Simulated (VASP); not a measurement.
Write the native input for VASP 6.6.1 that does the following.

- Task: single point
- Functional: LDA
- Potentials or basis: VASP PAW LDA potentials, release 64 (P)
- Cutoff: 520 eV
- k mesh: 6 × 6 × 6
- Occupations: fermi-dirac, width 0.05 eV
- Spin: no spin polarisation
- Dipole correction: no
- Further INCAR settings: ALGO = Normal; EDIFF = 1e-06; NBANDS = 12

The structure of P lies in POSCAR:

```
P
1.0
    3.6101726670     -0.0343149669     -0.0234867379
    2.0198391822      2.9924528202     -0.0234867379
    2.0198391822      1.0612700119      2.7980406483
P
2
Direct
    0.2293314188      0.2293314188      0.2293314188
    0.7706685812      0.7706685812      0.7706685812
```

One way to write it, as run:

INCAR

```
PREC = Accurate
ENCUT = 520
EDIFF = 1E-6
ISMEAR = -1
SIGMA = 0.05
LREAL = False
LASPH = True
NELM = 80
ALGO = Normal
ISIF = 2
LWAVE = False
LCHARG = True
GGA = CA
LELF = True
LVHAR = True
NBANDS = 12
```

KPOINTS

```
regular mesh
0
Gamma
  6 6 6
```

Potentials or basis: VASP PAW LDA potentials, release 64 (P).

Launch:

```bash
$ cat potpaw_LDA.64/P/POTCAR > POTCAR
$ mpirun -np 1 vasp_std > vasp.out
```

It gave:

```
Pressure               : -0.2 GPa
Largest force          : 0.033 eV/Å
Band gap on the k mesh : zero (bands 5 and 6 overlap by 0.91 eV)
```

Caveat: the k points lie up to 0.37 Å⁻¹ apart, too coarse for converged energies and pressures of a metal.

Wall time 13 s on 1 thread of Intel Xeon 8259CL, on a shared host, peak memory 0.13 GiB.
